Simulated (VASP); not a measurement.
A run of VASP 6.6.1:

Contents of INCAR:

```
SYSTEM = ZnCd2SeS2
  ALGO = Normal
  EDIFF = 1E-7
  ENCUT = 520
  GGA = PE
  ISIF = 2
  ISMEAR = 0
  LASPH = .True.
  LCHARG = .False.
  LREAL = .False.
  LWAVE = .False.
  NBANDS = 36
  NELM = 80
  PREC = Accurate
  SIGMA = 0.02
```

The input KPOINTS:

```
k-points
0
Gamma
  8 8 8
  0 0 0
```

Contents of POSCAR:

```
ZnCd2SeS2
1.0
   -2.0688452923      6.1794907991      2.9441150109
    2.0688452923     -6.1794907991      2.9441150109
    2.0688452923      6.1794907991     -2.9441150109
Zn Cd Se S
1 2 1 2
Direct
    0.9843116384      0.9843116384      0.0000000000
    0.3392850913      0.0075125185      0.3317725729
    0.6757399456      0.0075125185      0.6682274271
    0.2224765995      0.7224765995      0.5000000000
    0.6047747474      0.7640933626      0.8406813848
    0.9234119778      0.7640933626      0.1593186152
```

Potentials or basis: VASP PAW PBE potentials, release 64 (Zn, Cd, Se, S).

The run is started by

```sh
$ cat potpaw_PBE.64/Zn/POTCAR potpaw_PBE.64/Cd/POTCAR potpaw_PBE.64/Se/POTCAR potpaw_PBE.64/S/POTCAR > POTCAR
$ mpirun -np 1 vasp_std > vasp.out
```

Hardware: 1 thread of AMD EPYC 7R43 64-Core Processor (Zen 3), on a shared host.

Q: Estimate the wall time of this run.

A: It took 21 min on 1 thread of AMD EPYC 7R43 64-Core Processor (Zen 3) (shared host), peak memory 0.72 GiB. Counts: scf iterations 16, k points 95.
